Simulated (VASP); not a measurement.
# In6As (R-3) in VASP: single point with PBE

Aim: the single point of In6As with PBE.

Everything below comes from runs of VASP 6.6.1. Logs are shortened: lines on timing, memory, paths and dates and some standing lists are left out, and cuts for length are marked.

## (1) The cell of the first run

Symmetry: R-3, No. 148, trigonal system. The conventional cell has a = 10.443 Å, b = 10.443 Å, c = 6.215 Å, α = 90.00°, β = 90.00°, γ = 120.00°. In (site symmetry 1) has 1 As at 2.87 Å and 8 In at 3.11 to 3.83 Å within 3.9 Å. Within 3.8 Å of As (site symmetry -3) lie 6 In at 2.87 Å.

## (2) Single point, PBE

INCAR

```
ALGO     = Fast           # electronic algorithm
EDIFF    = 1E-6           # SCF threshold, eV
ENCUT    = 520            # plane-wave cutoff, eV
GGA      = PE             # functional
ISIF     = 2              # what is computed and relaxed
ISMEAR   = 0              # smearing method
LASPH    = T              # aspherical terms in the spheres
LCHARG   = F              # write CHGCAR
LREAL    = F              # projectors in reciprocal space
LWAVE    = F              # write WAVECAR
NBANDS   = 50             # bands
NELM     = 100            # most SCF steps
PREC     = Accurate       # precision mode
SIGMA    = 0.1            # smearing width, eV
```

KPOINTS

```
k-points
0
Gamma
  6 6 6
```

POSCAR

```
In6As
1.0
    5.2215546071      3.0146659580      2.0716574091
   -5.2215546071      3.0146659580      2.0716574091
    0.0000000000     -6.0293319160      2.0716574091
In As
6 1
Direct
    0.5289209273      0.2720477370      0.1252335526
    0.4710790727      0.7279522630      0.8747664474
    0.2720477370      0.1252335526      0.5289209273
    0.7279522630      0.8747664474      0.4710790727
    0.8747664474      0.4710790727      0.7279522630
    0.1252335526      0.5289209273      0.2720477370
    0.0000000000      0.0000000000      0.0000000000
```

Potentials or basis: VASP PAW PBE potentials, release 64 (In_d, As).

Run with:

```bash
$ cat potpaw_PBE.64/In_d/POTCAR potpaw_PBE.64/As/POTCAR > POTCAR
$ mpirun -np 1 vasp_std > vasp.out
```

OUTCAR:

```text
EDIFF = 1E-6
   ENCUT = 520
   GGA = PE
   ISIF = 2
   ISMEAR = 0
   LASPH = T
   LREAL = F
   NELM = 100
   PREC = Accurate

 ion  position               nearest neighbor table
   1  0.529  0.272  0.125-   7 2.87   2 3.11   4 3.19   5 3.19   6 3.21   3 3.21   6 3.70   3 3.70
                             2 3.83
   2  0.471  0.728  0.875-   7 2.87   1 3.11   3 3.19   6 3.19   5 3.21   4 3.21   5 3.70   4 3.70
                             1 3.83
   3  0.272  0.125  0.529-   7 2.87   4 3.11   2 3.19   5 3.19   6 3.21   1 3.21   6 3.70   1 3.70
                             4 3.83
   4  0.728  0.875  0.471-   7 2.87   3 3.11   1 3.19   6 3.19   5 3.21   2 3.21   5 3.70   2 3.70
                             3 3.83
   5  0.875  0.471  0.728-   7 2.87   6 3.11   3 3.19   1 3.19   4 3.21   2 3.21   2 3.70   4 3.70
                             6 3.83
   6  0.125  0.529  0.272-   7 2.87   5 3.11   4 3.19   2 3.19   3 3.21   1 3.21   1 3.70   3 3.70
                             5 3.83
   7  0.000  0.000  0.000-   6 2.87   5 2.87   1 2.87   2 2.87   3 2.87   4 2.87

  LATTYP: Found a trigonal (rhomboedric) cell.
 ALAT       =     6.3753123668
 COS(alpha) =    -0.3416112989

  Lattice vectors:

 A1 = (   5.2215546071,   3.0146659580,   2.0716574091)
 A2 = (  -5.2215546071,   3.0146659580,   2.0716574091)
 A3 = (   0.0000000000,  -6.0293319160,   2.0716574091)

Analysis of symmetry for initial positions (statically):
=====================================================================
 Subroutine PRICEL returns:
 Original cell was already a primitive cell.

 Routine SETGRP: Setting up the symmetry group for a
 trigonal (rhombohedral) supercell.

 Subroutine GETGRP returns: Found  6 space group operations
 (whereof  6 operations were pure point group operations)
 out of a pool of 12 trial point group operations.

The static configuration has the point symmetry S_6 .

Analysis of symmetry for dynamics (positions and initial velocities):
=====================================================================
 Subroutine PRICEL returns:
 Original cell was already a primitive cell.

 Routine SETGRP: Setting up the symmetry group for a
 trigonal (rhombohedral) supercell.

 Subroutine GETGRP returns: Found  6 space group operations
 (whereof  6 operations were pure point group operations)
 out of a pool of 12 trial point group operations.

The dynamic configuration has the point symmetry S_6 .

 Subroutine INISYM returns: Found  6 space group operations
 (whereof  6 operations are pure point group operations),
 and found     1 'primitive' translations

----------------------------------------------------------------------------------------

                                     Primitive cell

  volume of cell :     195.6628

  direct lattice vectors                    reciprocal lattice vectors
     5.221554607  3.014665958  2.071657409     0.095756923  0.055285285  0.160901765
    -5.221554607  3.014665958  2.071657409    -0.095756923  0.055285285  0.160901765
     0.000000000 -6.029331916  2.071657409     0.000000000 -0.110570570  0.160901765

  length of vectors
     6.375312367  6.375312367  6.375312367     0.195231219  0.195231219  0.195231219

  position of ions in fractional coordinates (direct lattice)
     0.528920927  0.272047737  0.125233553
     0.471079073  0.727952263  0.874766447
     0.272047737  0.125233553  0.528920927
     0.727952263  0.874766447  0.471079073
     0.874766447  0.471079073  0.727952263
     0.125233553  0.528920927  0.272047737
     0.000000000  0.000000000  0.000000000

  ion indices of the primitive-cell ions
   primitive index   ion index
                 1           1
                 2           2
                 3           3
                 4           4
                 5           5
                 6           6
                 7           7

----------------------------------------------------------------------------------------

 KPOINTS: k-points

Automatic generation of k-mesh.
 Grid dimensions read from file:
 generate k-points for:    6    6    6

 Generating k-lattice:

  Cartesian coordinates                     Fractional coordinates (reciprocal lattice)
     0.015959487  0.009214214  0.026816961     0.166666667  0.000000000  0.000000000
    -0.015959487  0.009214214  0.026816961     0.000000000  0.166666667  0.000000000
     0.000000000 -0.018428428  0.026816961     0.000000000  0.000000000  0.166666667

  Length of vectors
     0.032538537  0.032538537  0.032538537

  Shift w.r.t. Gamma in fractional coordinates (k-lattice)
     0.000000000  0.000000000  0.000000000

 Subroutine IBZKPT returns following result:
 ===========================================

 Found     40 irreducible k-points:

 Following reciprocal coordinates:
            Coordinates               Weight
  0.000000  0.000000  0.000000      1.000000
  0.166667  0.000000  0.000000      6.000000
  0.333333  0.000000  0.000000      6.000000
  0.500000  0.000000  0.000000      3.000000
  0.166667  0.166667  0.000000      6.000000
  0.333333  0.166667  0.000000      6.000000
[... 16 lines left out ...]
  0.333333  0.333333  0.166667      6.000000
  0.500000  0.333333  0.166667      6.000000
 [... further k-points ...]
   k-points           NKPTS =     40   k-points in BZ     NKDIM =     40   number of bands    NBANDS=     50
   number of dos      NEDOS =    301   number of ions     NIONS =      7
   total plane-waves  NPLWV = 110592
   dimension x,y,z NGX =    48 NGY =   48 NGZ =   48
   dimension x,y,z NGXF=    96 NGYF=   96 NGZF=   96
   ions per type =               6   1
   NGX,Y,Z   is equivalent  to a cutoff of  12.52, 12.52, 12.52 a.u.
   NGXF,Y,Z  is equivalent  to a cutoff of  25.03, 25.03, 25.03 a.u.
 SYSTEM =  unknown system
   PREC   = accura    normal or accurate (medium, high low for compatibility)
   ISTART =      0    job   : 0-new  1-cont  2-samecut
   ICHARG =      2    charge: 1-file 2-atom 10-const
   ISPIN  =      1    spin polarized calculation?
   LNONCOLLINEAR =      F non collinear calculations
   LSORBIT =      F    spin-orbit coupling
   LASPH  =      T    aspherical Exc in radial PAW
   ENCUT  =  520.0 eV  38.22 Ry    6.18 a.u.  11.85 11.85 11.85*2*pi/ulx,y,z
   NELM   =    100;   NELMIN=  2; NELMDL= -5     # of ELM steps
   EDIFF  = 0.1E-05   stopping-criterion for ELM
   LREAL  =      F    real-space projection
   EDIFFG = 0.1E-04   stopping-criterion for IOM
   NSW    =      0    number of steps for IOM
   IBRION =     -1    ionic relax: 0-MD 1-quasi-New 2-CG
   NFREE  =      0    steps in history (QN), initial steepest desc. (CG)
   ISIF   =      2    stress and relaxation
   ISYM   =      2    0-nonsym 1-usesym 2-fastsym
   POTIM  = 0.5000    time-step for ionic-motion
   TEBEG  =    0.0;   TEEND  =   0.0 temperature during run
   PSTRESS=    0.0 pullay stress
   NELECT =      83.0000    total number of electrons
   NUPDOWN=      -1.0000    fix difference up-down
   EMIN   =  10.00;   EMAX   =-10.00  energy-range for DOS
   EFERMI =   0.00;   METHOD = LEGACY
   ISMEAR =     0;   SIGMA  =   0.10  broadening in eV -4-tet -1-fermi 0-gaus
   EFERMI_NEDOS =   21; number of points for ismear=-14 and -15
   IALGO  =     68    algorithm
   IMIX   =      4    mixing-type and parameters
     AMIX     =   0.40;   BMIX     =  1.00
     AMIX_MAG =   1.60;   BMIX_MAG =  1.00
  volume/ion in A,a.u.               =      27.95       188.63
  Fermi-wavevector in a.u.,A,eV,Ry     =   1.230075  2.324504 20.586752  1.513084
  Thomas-Fermi vector in A             =   2.364937
   LORBIT       =      0    0 simple, 1 ext, 2 COOP (PROOUT), +10 PAW based schemes
   GGA     = PE    functional components
   LHFCALC =     F    Hartree Fock is set to
   AEXX    =    0.0000 exact exchange contribution
   IVDW    =     0    specifies the selected vdW correction
   LEPSILON=     F    determine dielectric tensor
   LRPA    =     F    only Hartree local field effects (RPA)
 non-spin polarized calculation
 RMM-DIIS sequential band-by-band and
 Gauss-broadening in eV      SIGMA  =   0.10
  energy-cutoff  :      520.00
  volume of cell :      195.66
 maximum number of plane-waves:      5294
   NGX = 23   NGY = 23   NGZ = 23

 number of electron      83.0000017 magnetization

 Free energy of the ion-electron system (eV)
  ---------------------------------------------------
  ext. energy  EPLUGINS =         0.00000000
  ---------------------------------------------------
  free energy    TOTEN  =       -19.84652201 eV

  energy without entropy =      -19.83293431  energy(sigma->0) =      -19.83972816

 E-fermi :   6.1866     XC(G=0):  -9.7346

 val. band max:        6.1563560729   @ k =   0.3333   0.3333   0.0000
 cond. band min:       6.1949992249   @ k =   0.5000   0.3333   0.0000
 fundamental gap:      0.0386431520
 Fermi energy:         6.1866335274

 k-point     1 :       0.0000    0.0000    0.0000
  band No.  band energies     occupation
      1      -8.5926      2.00000
      2      -8.5926      2.00000
      3      -8.4981      2.00000
      4      -8.4570      2.00000
      5      -8.4570      2.00000
      6      -8.4484      2.00000
[... 42 lines left out ...]
     49       9.2644      0.00000
     50      12.6877      0.00000

 k-point     2 :       0.1667    0.0000    0.0000
  band No.  band energies     occupation
      1      -8.5889      2.00000
      2      -8.5767      2.00000
      3      -8.5358      2.00000
      4      -8.4599      2.00000
      5      -8.4558      2.00000
      6      -8.4472      2.00000
[... 42 lines left out ...]
     49      10.5362      0.00000
     50      11.2867      0.00000

 k-point     3 :       0.3333    0.0000    0.0000
  band No.  band energies     occupation
      1      -8.5818      2.00000
      2      -8.5626      2.00000
      3      -8.5393      2.00000
      4      -8.4828      2.00000
      5      -8.4694      2.00000
      6      -8.4456      2.00000
[... 1102 lines left out ...]
     49      10.2706      0.00000
     50      10.5848      0.00000

 k-point    24 :       0.5000    0.3333    0.1667
  band No.  band energies     occupation
      1      -8.5803      2.00000
      2      -8.5494      2.00000
      3      -8.5389      2.00000
      4      -8.5099      2.00000
      5      -8.4818      2.00000
      6      -8.4732      2.00000
[... 42 lines left out ...]
     49       9.7220      0.00000
     50      10.3306      0.00000

 [... further k-points ...]
[... 5 lines left out ...]
  --------------------------------------------------------------------------------------
  -------------------------------------------------------------------------------------
  Total        0.0582030      0.0582030      0.0007883     -0.0000003      0.0000000     -0.0000000
  in kB        0.4765932      0.4765932      0.0064551     -0.0000027      0.0000000     -0.0000000
  external PRESSURE =       0.3198805 kB  Pullay stress =       0.0000000 kB

 VOLUME and BASIS-vectors are now :
 -----------------------------------------------------------------------------
  energy-cutoff  :      520.00
  volume of cell :      195.66
      direct lattice vectors                 reciprocal lattice vectors
     5.221554607  3.014665958  2.071657409     0.095756923  0.055285285  0.160901765
    -5.221554607  3.014665958  2.071657409    -0.095756923  0.055285285  0.160901765
     0.000000000 -6.029331916  2.071657409     0.000000000 -0.110570570  0.160901765

 POSITION                                       TOTAL-FORCE (eV/Angst)
 -----------------------------------------------------------------------------------
      1.34128      1.65958      1.91877         0.003837      0.002948      0.003978
     -1.34128     -1.65958      4.29620        -0.003837     -0.002948     -0.003978
      0.76660     -1.99137      1.91877         0.000635     -0.004797      0.003978
     -0.76660      1.99137      4.29620        -0.000635      0.004797     -0.003978
      2.10788     -0.33179      4.29620         0.004472     -0.001849     -0.003978
     -2.10788      0.33179      1.91877        -0.004472      0.001849      0.003978
      0.00000      0.00000      0.00000         0.000000     -0.000000      0.000000
 -----------------------------------------------------------------------------------
    total drift:                               -0.000000     -0.000000      0.000000

  FREE ENERGIE OF THE ION-ELECTRON SYSTEM (eV)
  ---------------------------------------------------
  free  energy   TOTEN  =       -19.8465220096 eV

  energy  without entropy=      -19.8329343113  energy(sigma->0) =      -19.83972816
```

Run time: 7 min. Hardware: 1 thread of Oxide Virtual Turin-like, shared host; peak memory 0.47 GiB.

Results:

```
Free energy            : -19.8465 eV
Pressure               : 0.0 GPa
Largest force          : 0.006 eV/Å
Band gap on the k mesh : zero (an odd number of electrons rules out a gap without spin polarisation)
```

Forces on the atoms (eV/Å):
```
In   0.004  0.003  0.004
In  -0.004 -0.003 -0.004
In   0.001 -0.005  0.004
In  -0.001  0.005 -0.004
In   0.004 -0.002 -0.004
In  -0.004  0.002  0.004
As   0.000  0.000  0.000
```

Caveat: spin-orbit coupling is left out, which moves the levels of the heavy elements.

The gap in the log of VASP goes by the Fermi energy; the results here count the filled bands.